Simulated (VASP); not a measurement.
# CsH (Fm-3m) in VASP: a series of runs

The runs below take CsH through single point, with r2SCAN.

Everything below comes from runs of VASP 6.6.1. Logs are shortened: lines on timing, memory, paths and dates and some standing lists are left out, and cuts for length are marked.

### Step 1. The cell of the first run

Symmetry: Fm-3m, No. 225, cubic system. The conventional cell has a = 6.121 Å, b = 6.121 Å, c = 6.121 Å, α = 90.00°, β = 90.00°, γ = 90.00°. Cs (site symmetry m-3m) has 6 H at 3.06 Å within 4.0 Å. Within 4.0 Å of H (site symmetry m-3m) lie 6 Cs at 3.06 Å.

### Step 2. Single point, r2SCAN (equal strain along all axes, cell held: -4.0 %)

File POSCAR:

```
CsH
1.0
    3.0604800000      3.0604800000      0.0000000000
   -3.0604800000      3.0604800000      0.0000000000
    0.0000000000      0.0000000000      6.1209600000
Cs H
2 2
Direct
    0.0000000000      0.0000000000      0.0000000000
    0.5000000000      0.5000000000      0.5000000000
    0.5000000000      0.5000000000      0.0000000000
    0.0000000000      0.0000000000      0.5000000000
```

File INCAR.step1:

```
PREC = Accurate
ENCUT = 520
ISMEAR = 0
SIGMA = 0.02
LREAL = F
LASPH = T
NELM = 80
NBANDS = 18
GGA = PE
ALGO = Normal
EDIFF = 1E-4
LWAVE = T
LCHARG = F
```

File INCAR.step2:

```
PREC = Accurate
ENCUT = 520
EDIFF = 1E-6
ISMEAR = 0
SIGMA = 0.02
LREAL = F
LASPH = T
NELM = 80
ALGO = Normal
ISIF = 2
LWAVE = F
LCHARG = F
METAGGA = R2SCAN
LMIXTAU = T
NBANDS = 18
ISTART = 1
```

File KPOINTS:

```
regular mesh
0
Gamma
  6 6 4
```

Potentials or basis: VASP PAW PBE potentials, release 64 (Cs_sv, H).

Started as:

```bash
cat potpaw_PBE.64/Cs_sv/POTCAR potpaw_PBE.64/H/POTCAR > POTCAR
cp INCAR.step1 INCAR
mpirun -np 1 vasp_std > vasp.out
cp INCAR.step2 INCAR
mpirun -np 1 vasp_std > vasp.out
```

OUTCAR:

```text
PREC = Accurate
   ENCUT = 520
   EDIFF = 1E-6
   ISMEAR = 0
   LREAL = F
   LASPH = T
   NELM = 80
   ISIF = 2
   METAGGA = R2SCAN
   ISTART = 1

 ion  position               nearest neighbor table
   1  0.000  0.000  0.000-
   2  0.500  0.500  0.500-
   3  0.500  0.500  0.000-
   4  0.000  0.000  0.500-

  LATTYP: Found a simple tetragonal cell.
 ALAT       =     4.3281723234
 C/A-ratio  =     1.4142135624

  Lattice vectors:

 A1 = (   3.0604800000,   3.0604800000,   0.0000000000)
 A2 = (  -3.0604800000,   3.0604800000,   0.0000000000)
 A3 = (   0.0000000000,   0.0000000000,   6.1209600000)

Analysis of symmetry for initial positions (statically):
=====================================================================
 Subroutine PRICEL returns following result:

  LATTYP: Found a face centered cubic cell.
 ALAT       =     6.1209600000

  Lattice vectors:

 A1 = (   0.0000000000,  -3.0604800000,  -3.0604800000)
 A2 = (   3.0604800000,   0.0000000000,  -3.0604800000)
 A3 = (   3.0604800000,  -3.0604800000,   0.0000000000)

   2 primitive cells build up your supercell.

 Routine SETGRP: Setting up the symmetry group for a
 simple tetragonal supercell.

 Subroutine GETGRP returns: Found 16 space group operations
 (whereof 16 operations were pure point group operations)
 out of a pool of 16 trial point group operations.

The static configuration has the point symmetry D_4h.

Analysis of symmetry for dynamics (positions and initial velocities):
=====================================================================
 Subroutine PRICEL returns following result:

  LATTYP: Found a face centered cubic cell.
 ALAT       =     6.1209600000

  Lattice vectors:

 A1 = (   0.0000000000,  -3.0604800000,  -3.0604800000)
 A2 = (   3.0604800000,   0.0000000000,  -3.0604800000)
 A3 = (   3.0604800000,  -3.0604800000,   0.0000000000)

   2 primitive cells build up your supercell.
[... 68 lines left out ...]
  0.500000  0.000000  0.000000      2.000000
  0.166667  0.166667  0.000000      4.000000
  0.333333  0.166667  0.000000      8.000000
[... 16 lines left out ...]
  0.333333  0.000000  0.500000      4.000000
  0.500000  0.000000  0.500000      2.000000
 [... further k-points ...]
   k-points           NKPTS =     30   k-points in BZ     NKDIM =     30   number of bands    NBANDS=     18
   number of dos      NEDOS =    301   number of ions     NIONS =      4
   total plane-waves  NPLWV =  49152
   dimension x,y,z NGX =    32 NGY =   32 NGZ =   48
   dimension x,y,z NGXF=    64 NGYF=   64 NGZF=   96
   ions per type =               2   2
   NGX,Y,Z   is equivalent  to a cutoff of  12.29, 12.29, 13.04 a.u.
   NGXF,Y,Z  is equivalent  to a cutoff of  24.58, 24.58, 26.07 a.u.
 SYSTEM =  unknown system
   PREC   = accura    normal or accurate (medium, high low for compatibility)
   ISTART =      1    job   : 0-new  1-cont  2-samecut
   ICHARG =      0    charge: 1-file 2-atom 10-const
   ISPIN  =      1    spin polarized calculation?
   LNONCOLLINEAR =      F non collinear calculations
   LSORBIT =      F    spin-orbit coupling
   LASPH  =      T    aspherical Exc in radial PAW
   ENCUT  =  520.0 eV  38.22 Ry    6.18 a.u.   8.05  8.05 11.38*2*pi/ulx,y,z
   NELM   =     80;   NELMIN=  2; NELMDL=  0     # of ELM steps
   EDIFF  = 0.1E-05   stopping-criterion for ELM
   LREAL  =      F    real-space projection
[... 7 lines left out ...]
   TEBEG  =    0.0;   TEEND  =   0.0 temperature during run
   PSTRESS=    0.0 pullay stress
   NELECT =      20.0000    total number of electrons
   NUPDOWN=      -1.0000    fix difference up-down
   EMIN   =  10.00;   EMAX   =-10.00  energy-range for DOS
   EFERMI =   0.00;   METHOD = LEGACY
   ISMEAR =     0;   SIGMA  =   0.02  broadening in eV -4-tet -1-fermi 0-gaus
   EFERMI_NEDOS =   21; number of points for ismear=-14 and -15
   IALGO  =     38    algorithm
   IMIX   =      4    mixing-type and parameters
     AMIX     =   0.40;   BMIX     =  1.00
     AMIX_MAG =   1.60;   BMIX_MAG =  1.00
  volume/ion in A,a.u.               =      28.67       193.45
  Fermi-wavevector in a.u.,A,eV,Ry     =   0.914693  1.728519 11.383491  0.836663
  Thomas-Fermi vector in A             =   2.039349
   LORBIT       =      0    0 simple, 1 ext, 2 COOP (PROOUT), +10 PAW based schemes
   METAGGA = R2SCAN    functional components
   LHFCALC =     F    Hartree Fock is set to
   AEXX    =    0.0000 exact exchange contribution
   IVDW    =     0    specifies the selected vdW correction
   LEPSILON=     F    determine dielectric tensor
   LRPA    =     F    only Hartree local field effects (RPA)
 non-spin polarized calculation
 Gauss-broadening in eV      SIGMA  =   0.02
  energy-cutoff  :      520.00
  volume of cell :      114.66
 maximum number of plane-waves:      3144
   NGX = 17   NGY = 17   NGZ = 23

 number of electron      20.0000005 magnetization

 Free energy of the ion-electron system (eV)
  ---------------------------------------------------
  ext. energy  EPLUGINS =         0.00000000
  ---------------------------------------------------
  free energy    TOTEN  =       -57.90485116 eV

  energy without entropy =      -57.90485116  energy(sigma->0) =      -57.90485116

 E-fermi :   0.6890     XC(G=0):  -8.0593

 val. band max:        0.5261314351   @ k =   0.5000   0.0000   0.5000
 cond. band min:       3.0210868959   @ k =   0.5000   0.0000   0.5000
 fundamental gap:      2.4949554608
 Fermi energy:         0.6889944792

 k-point     1 :       0.0000    0.0000    0.0000
  band No.  band energies     occupation
      1     -21.6420      2.00000
      2     -21.4677      2.00000
      3      -8.5656      2.00000
      4      -7.9520      2.00000
      5      -7.9520      2.00000
      6      -7.5749      2.00000
[... 481 lines left out ...]
      5      -7.7022      2.00000
      6      -7.7022      2.00000
[... 10 lines left out ...]
     17       8.7526      0.00000
     18       8.7526      0.00000

 [... further k-points ...]
[... 5 lines left out ...]
  --------------------------------------------------------------------------------------
  -------------------------------------------------------------------------------------
  Total        1.1325584      1.1325584      1.1364893      0.0000000      0.0000000     -0.0000000
  in kB       15.8249574     15.8249574     15.8798829      0.0000000      0.0000000     -0.0000000
  external PRESSURE =      15.8432659 kB  Pullay stress =       0.0000000 kB

 VOLUME and BASIS-vectors are now :
 -----------------------------------------------------------------------------
  energy-cutoff  :      520.00
  volume of cell :      114.66
      direct lattice vectors                 reciprocal lattice vectors
     3.060480000  3.060480000  0.000000000     0.163373066  0.163373066  0.000000000
    -3.060480000  3.060480000  0.000000000    -0.163373066  0.163373066  0.000000000
     0.000000000  0.000000000  6.120960000     0.000000000  0.000000000  0.163373066

 POSITION                                       TOTAL-FORCE (eV/Angst)
 -----------------------------------------------------------------------------------
      0.00000      0.00000      0.00000         0.000000     -0.000000     -0.000000
      0.00000      3.06048      3.06048         0.000000      0.000000      0.000000
      0.00000      3.06048      0.00000        -0.000000     -0.000000     -0.000000
      0.00000      0.00000      3.06048        -0.000000      0.000000     -0.000000
 -----------------------------------------------------------------------------------
    total drift:                               -0.000000      0.000000     -0.000000

  FREE ENERGIE OF THE ION-ELECTRON SYSTEM (eV)
  ---------------------------------------------------
  free  energy   TOTEN  =       -57.9048511565 eV

  energy  without entropy=      -57.9048511565  energy(sigma->0) =      -57.90485116
```

OSZICAR.step1:

```text
N       E                     dE             d eps       ncg     rms          rms(c)
DAV:   1     0.111842210589E+03    0.11184E+03   -0.80318E+03  1080   0.923E+02
DAV:   2    -0.587253800857E+00   -0.11243E+03   -0.10838E+03  1380   0.157E+02
DAV:   3    -0.106634923017E+02   -0.10076E+02   -0.10051E+02  1386   0.529E+01
DAV:   4    -0.107595077712E+02   -0.96015E-01   -0.95995E-01  1336   0.596E+00
DAV:   5    -0.107600221793E+02   -0.51441E-03   -0.51437E-03  1386   0.435E-01    0.551E+00
DAV:   6    -0.927024131404E+01    0.14898E+01   -0.15427E+00  1148   0.424E+00    0.239E+00
DAV:   7    -0.896450633932E+01    0.30573E+00   -0.20121E+00  1172   0.404E+00    0.986E-01
DAV:   8    -0.902969912420E+01   -0.65193E-01   -0.24469E-01  1142   0.184E+00    0.728E-01
DAV:   9    -0.900180600443E+01    0.27893E-01   -0.68767E-02  1200   0.899E-01    0.106E-01
DAV:  10    -0.900277475360E+01   -0.96875E-03   -0.10735E-02  1234   0.314E-01    0.768E-02
DAV:  11    -0.900284079140E+01   -0.66038E-04   -0.53123E-04  1158   0.100E-01
   1 F= -.90028408E+01 E0= -.90028408E+01  d E =-.100362E-29
```

Wall time 2.1 min (1 thread of AMD EPYC 7R13 (Zen 3), shared host); peak memory 0.22 GiB.

What came out:

- Free energy: -57.9049 eV
- Pressure: 1.6 GPa
- Band gap on the k mesh: 2.50 eV

Caveat: the cell differs from its parent crystal (equal strain along all axes, cell held: -4.0 %); the PAW data sets were made with another functional, which shifts forces and pressure a little; spin-orbit coupling is left out, which moves the levels of the heavy elements.

### Step 3. Single point, r2SCAN (equal strain along all axes, cell held: -2.0 %)

File POSCAR:

```
CsH
1.0
    3.1242400000      3.1242400000      0.0000000000
   -3.1242400000      3.1242400000      0.0000000000
    0.0000000000      0.0000000000      6.2484800000
Cs H
2 2
Direct
    0.0000000000      0.0000000000      0.0000000000
    0.5000000000      0.5000000000      0.5000000000
    0.5000000000      0.5000000000      0.0000000000
    0.0000000000      0.0000000000      0.5000000000
```

File INCAR.step1:

```
SYSTEM = CsH
PREC     = Accurate       ! precision mode
ENCUT    = 520            ! plane-wave cutoff, eV
ISMEAR   = 0              ! smearing method
SIGMA    = 0.02           ! smearing width, eV
LREAL    = .False.        ! projectors in reciprocal space
LASPH    = .True.         ! aspherical terms in the spheres
NELM     = 100            ! most SCF steps
NBANDS   = 18             ! bands
GGA      = PE             ! functional
ALGO     = Normal         ! electronic algorithm
EDIFF    = 1E-4           ! SCF threshold, eV
LWAVE    = .True.         ! write WAVECAR
LCHARG   = .False.        ! write CHGCAR
```

File INCAR.step2:

```
SYSTEM = CsH
PREC     = Accurate       ! precision mode
ENCUT    = 520            ! plane-wave cutoff, eV
EDIFF    = 1E-7           ! SCF threshold, eV
ISMEAR   = 0              ! smearing method
SIGMA    = 0.02           ! smearing width, eV
LREAL    = .False.        ! projectors in reciprocal space
LASPH    = .True.         ! aspherical terms in the spheres
NELM     = 100            ! most SCF steps
ALGO     = Normal         ! electronic algorithm
ISIF     = 2              ! what is computed and relaxed
LWAVE    = .False.        ! write WAVECAR
LCHARG   = .False.        ! write CHGCAR
METAGGA  = R2SCAN         ! meta-GGA
LMIXTAU  = .True.       
NBANDS   = 18             ! bands
ISTART   = 1
```

File KPOINTS:

```
Automatic mesh
0
Gamma
  6 6 4
  0 0 0
```

Potentials or basis: VASP PAW PBE potentials, release 64 (Cs_sv, H).

Started as:

```bash
cat potpaw_PBE.64/Cs_sv/POTCAR potpaw_PBE.64/H/POTCAR > POTCAR
cp INCAR.step1 INCAR
mpirun -np 1 vasp_std > vasp.out
cp INCAR.step2 INCAR
mpirun -np 1 vasp_std > vasp.out
```

Run time: 2.9 min. Hardware: 1 thread of AMD EPYC 7R13 (Zen 3), shared host; peak memory 0.24 GiB.

It converged, with:

```yaml
Free_energy: -57.9584 eV
Pressure: 0.7 GPa
Band_gap_on_the_k_mesh: 2.59 eV
```

Levels at points of the mesh, in eV from the valence-band top:
| k point | band 7 | band 8 | band 9 | band 10 | band 11 | band 12 | band 13 | band 14 |
| --- | --- | --- | --- | --- | --- | --- | --- | --- |
| (0.00, 0.00, 0.00) | -8.12 | -8.12 | -1.78 | -1.33 | 3.37 | 5.68 | 5.68 | 5.68 |
| (0.50, 0.00, 0.00) | -8.23 | -8.23 | -0.47 | -0.47 | 3.69 | 3.69 | 4.54 | 4.54 |
| (0.50, 0.50, 0.00) | -8.44 | -8.44 | -1.33 | -1.33 | 3.37 | 3.37 | 6.34 | 6.34 |
| (0.00, 0.00, 0.50) | -8.29 | -8.29 | -1.04 | -1.04 | 4.20 | 4.20 | 4.89 | 4.89 |
| (0.50, 0.00, 0.50) | -8.23 | -8.23 | 0.00 | 0.00 | 2.59 | 2.59 | 5.22 | 5.22 |
| (0.50, 0.50, 0.50) | -8.50 | -8.50 | -0.85 | -0.85 | 4.59 | 4.59 | 4.59 | 4.59 |

Caveat: the cell differs from its parent crystal (equal strain along all axes, cell held: -2.0 %); the PAW data sets were made with another functional, which shifts forces and pressure a little; spin-orbit coupling is left out, which moves the levels of the heavy elements. A k mesh can miss the band edges.
